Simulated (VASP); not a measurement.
Set up this calculation in VASP 6.6.1, as the native input.

- Task: single point
- Functional: PBE
- Dispersion: D3(BJ)
- Potentials or basis: VASP PAW PBE potentials, release 64 (Se, In_d)
- Cutoff: 520 eV
- k mesh: 9 × 9 × 1
- Occupations: gaussian, width 0.02 eV
- Spin: no spin polarisation
- Dipole correction: yes
- Further INCAR settings: ALGO = Normal; EDIFF = 1e-07; NBANDS = 27

The structure of InSe lies in POSCAR:

```
InSe
1.0
    3.8250000000      0.0000000000      0.0000000000
   -1.9125000000      3.3125471695      0.0000000000
    0.0000000000      0.0000000000     36.7211901288
Se In
2 2
Direct
    0.0000000000      0.0000000000      0.4234771694
    0.0000000000      0.0000000000      0.5764950858
    0.6666666667      0.3333333333      0.4602865666
    0.6666666667      0.3333333333      0.5396857446
```

One way to write it, as run:

INCAR

```
SYSTEM = InSe
ALGO = Normal ; DIPOL = 0.5 0.5 0.500
EDIFF = 1E-7 ; ENCUT = 520
GGA = PE ; IDIPOL = 3
ISIF = 2 ; ISMEAR = 0
IVDW = 12 ; LASPH = .TRUE.
LCHARG = .FALSE. ; LDIPOL = .TRUE.
LREAL = .FALSE. ; LWAVE = .FALSE.
NBANDS = 27 ; NELM = 80
PREC = Accurate ; SIGMA = 0.02
```

KPOINTS

```
k-points
0
G
  9 9 1
  0 0 0
```

Potentials or basis: VASP PAW PBE potentials, release 64 (Se, In_d).

Run with:

```bash
$ cat potpaw_PBE.64/Se/POTCAR potpaw_PBE.64/In_d/POTCAR > POTCAR
$ mpirun -np 1 vasp_std > vasp.out
```

It gave:

```json
{
 "Largest force": "1.009 eV/Å",
 "Band gap on the k mesh": "2.06 eV",
 "Dispersion energy per atom": "-0.241 eV"
}
```

Caveat: spin-orbit coupling is left out, which moves the levels of the heavy elements.

Run time: 3.6 min on 1 thread of Intel(R) Xeon(R) Platinum 8488C (Sapphire Rapids), with other jobs on the host, peak memory 0.53 GiB.
